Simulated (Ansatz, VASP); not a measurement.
**One calculation of Li2YCu, two programs**

INCAR

```
SYSTEM = Li2YCu
ALGO = Normal
EDIFF = 1E-6
ENCUT = 520
GGA = PE
ISIF = 2
ISMEAR = -1
LASPH = .True.
LCHARG = .False.
LREAL = Auto
LWAVE = .False.
NBANDS = 70
NELM = 60
PREC = Accurate
SIGMA = 0.1267
```

Contents of KPOINTS:

```
k-points
0
Gamma
  3 4 3
  0 0 0
```

POSCAR

```
Li2YCu
1.0
    7.1552280000      0.1135090000      0.0333640000
    0.1135090000      6.6857030000      0.0314000000
    0.0333640000      0.0314000000      6.9944600000
Li Y Cu
8 4 4
Direct
    0.8384954687      0.3754499604      0.7336395493
    0.3534065421      0.3826336731      0.1746606428
    0.9282935790      0.4932707588      0.3695643421
    0.0774458538      0.2268786796      0.2749584481
    0.7599716474      0.5219860680      0.0702559264
    0.9331978022      0.0850704312      0.9541231029
    0.6114778987      0.6281300728      0.6067855609
    0.3263693611      0.4345152307      0.5539672422
    0.1373838363      0.7977627320      0.1204867303
    0.1398795787      0.8190722523      0.6405298228
    0.4161751796      0.1009547556      0.8365803293
    0.6891701627      0.0553961452      0.3412968903
    0.1180575351      0.1722641831      0.5925373402
    0.7065931817      0.8405795862      0.9218608947
    0.4086195698      0.6313210218      0.8679452072
    0.1466256991      0.3934582597      0.9489953370
```

Input for Ansatz:

```yaml
crystal:
  lattice:
    - [7.155228, 0.113509, 0.033364]
    - [0.113509, 6.685703, 0.0314]
    - [0.033364, 0.0314, 6.99446]
  atoms:
    - { symbol: Li, position: [0.8384954687, 0.3754499604, 0.7336395493] }
    - { symbol: Li, position: [0.3534065421, 0.3826336731, 0.1746606428] }
    - { symbol: Li, position: [0.928293579, 0.4932707588, 0.3695643421] }
    - { symbol: Li, position: [0.0774458538, 0.2268786796, 0.2749584481] }
    - { symbol: Li, position: [0.7599716474, 0.521986068, 0.0702559264] }
    - { symbol: Li, position: [0.9331978022, 0.0850704312, 0.9541231029] }
    - { symbol: Li, position: [0.6114778987, 0.6281300728, 0.6067855609] }
    - { symbol: Li, position: [0.3263693611, 0.4345152307, 0.5539672422] }
    - { symbol: "Y", position: [0.1373838363, 0.797762732, 0.1204867303] }
    - { symbol: "Y", position: [0.1398795787, 0.8190722523, 0.6405298228] }
    - { symbol: "Y", position: [0.4161751796, 0.1009547556, 0.8365803293] }
    - { symbol: "Y", position: [0.6891701627, 0.0553961452, 0.3412968903] }
    - { symbol: Cu, position: [0.1180575351, 0.1722641831, 0.5925373402] }
    - { symbol: Cu, position: [0.7065931817, 0.8405795862, 0.9218608947] }
    - { symbol: Cu, position: [0.4086195698, 0.6313210218, 0.8679452072] }
    - { symbol: Cu, position: [0.1466256991, 0.3934582597, 0.948995337] }
basis:
  ecutwfc: 420
kpoints:
  mp_grid: { grid: [3, 4, 3] }
hamiltonian:
  xc: pbe
scf:
  occupations: { method: fermi_dirac, width: 0.1267 }
output:
  forces: true
  stress: true
  eigenvalues: true
  populations: true
  write_density: true
  write_potential: true
  elf: true
  volumetric_format: npy
```

Alike in both runs: task single point; functional PBE; k mesh 3 × 4 × 3; occupations fermi-dirac, width 0.1267 eV; no spin polarisation.

|  | VASP | Ansatz |
| --- | --- | --- |
| version | VASP 6.6.1 | Ansatz 0.2.0 |
| potentials or method | VASP PAW PBE potentials, release 64 (Li_sv, Y_sv, Cu), cutoff 520 eV | scalar-relativistic, plane waves, PAW |
| valence electrons in the cell | 112 | 144 |

|  | VASP | Ansatz | Ansatz less VASP |
| --- | --- | --- | --- |
| gap on the k mesh at the Fermi level (eV) | none | none | - |
| rms of the force components (eV/Å) | 0.679 | 0.675 | -0.0045 |

Atom by atom the forces differ by 0.009 eV/Å (rms over components). A gap of «none» marks a metal or a gap that the smearing closes. VASP's potentials hold 112 valence electrons a cell and Ansatz's 144, so a difference there can come from the potentials and not from the codes.

Noted on VASP's run: the cutoff is short for stress, so the pressure is rough.
